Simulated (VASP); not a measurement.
Wanted: the native input for a VASP 6.6.1 run.

| Property | Result |
| --- | --- |
| Task | relaxation of cell and atoms |
| Functional | PBE |
| Potentials or basis | VASP PAW PBE potentials, release 64 (Pd) |
| Cutoff | 600 eV |
| k mesh | 24 × 24 × 20 |
| Occupations | gaussian, width 0.1 eV |
| Spin | no spin polarisation |
| Dipole correction | no |
| Further INCAR settings | ALGO = Fast; EDIFF = 1e-07; IBRION = 2; EDIFFG = -0.01; NSW = 100; ISIF = 3 |

The structure of Pd lies in POSCAR:

```
Pd
1.0
    2.7007183236      0.0000000000      0.0000000000
   -1.3503591618      2.3388906767      0.0000000000
    0.0000000000      0.0000000000      2.6313693702
Pd
1
Direct
    0.0000000000      0.0000000000      0.0000000000
```

The cell was built from a structure type or drawn by symmetry, and may not be a known phase.

One way to write it, as run:

INCAR

```
SYSTEM = Pd
ALGO = Fast
EDIFF = 1E-7
EDIFFG = -0.01
ENCUT = 600
GGA = PE
IBRION = 2
ISIF = 3
ISMEAR = 0
LASPH = .TRUE.
LCHARG = .FALSE.
LREAL = .FALSE.
LWAVE = .FALSE.
NELM = 60
NSW = 100
PREC = Accurate
SIGMA = 0.1
```

KPOINTS

```
k-points
0
G
  24 24 20
  0 0 0
```

Potentials or basis: VASP PAW PBE potentials, release 64 (Pd).

Launch:

```sh
$ cat potpaw_PBE.64/Pd/POTCAR > POTCAR
$ mpirun -np 1 vasp_std > vasp.out
```

Results of the run:

```
Relaxed volume                        : 16.57 Å³/atom
Relaxed cell                          : a = 2.691 Å, b = 2.691 Å, c = 2.641 Å, α = 90.00°, β = 90.00°, γ = 120.00°
Space group after relaxing (to 0.1 Å) : P6/mmm (No. 191)
Energy gained by relaxing             : 0.6 meV/atom
Ionic steps                           : 5
Pressure after relaxing               : 0.0 GPa
Band gap on the k mesh                : zero (bands 5 and 6 overlap by 1.92 eV)
```

It took 6 min on 1 thread of Intel Xeon 8259CL (shared host), peak memory 0.28 GiB.
